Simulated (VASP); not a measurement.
Crystal: WS2 (Tungstenite).

```
W S
1.0
     1.55766    0.89932    6.08003
    -1.55766    0.89932    6.08003
     0.00000   -1.79863    6.08003
W S
1 2
Direct
  0.00000 0.00000 0.00000
  0.58100 0.58100 0.58100
  0.75030 0.75030 0.75030
```

Base run:

```yaml
Program: VASP 6.6.1
Functional: r2SCAN
Potentials_or_basis: VASP PAW PBE potentials, release 64 (W_sv, S)
Cutoff: 520 eV
k_mesh: 10 × 10 × 10
Occupations: fermi-dirac, width 0.05 eV
Spin: no spin polarisation
```

Its results: band gap on the k mesh 1.15 eV, indirect (least direct gap 2.50 eV); pressure 10.7 GPa; largest force 1.086 eV/Å.

Question: The run is repeated on the same cell with these changes: functional from r2SCAN to PBEsol. What comes out?

Answer: Band gap on the k mesh 0.99 eV, indirect (least direct gap 2.36 eV); pressure 7.0 GPa; largest force 1.051 eV/Å.

r2SCAN gives the wider gap, since meta-GGAs in the generalised Kohn-Sham scheme recover part of the derivative discontinuity.

Caveats: the PAW data sets were made with another functional, which shifts forces and pressure a little; spin-orbit coupling is left out, which moves the levels of the heavy elements.

A k mesh can miss the band edges.
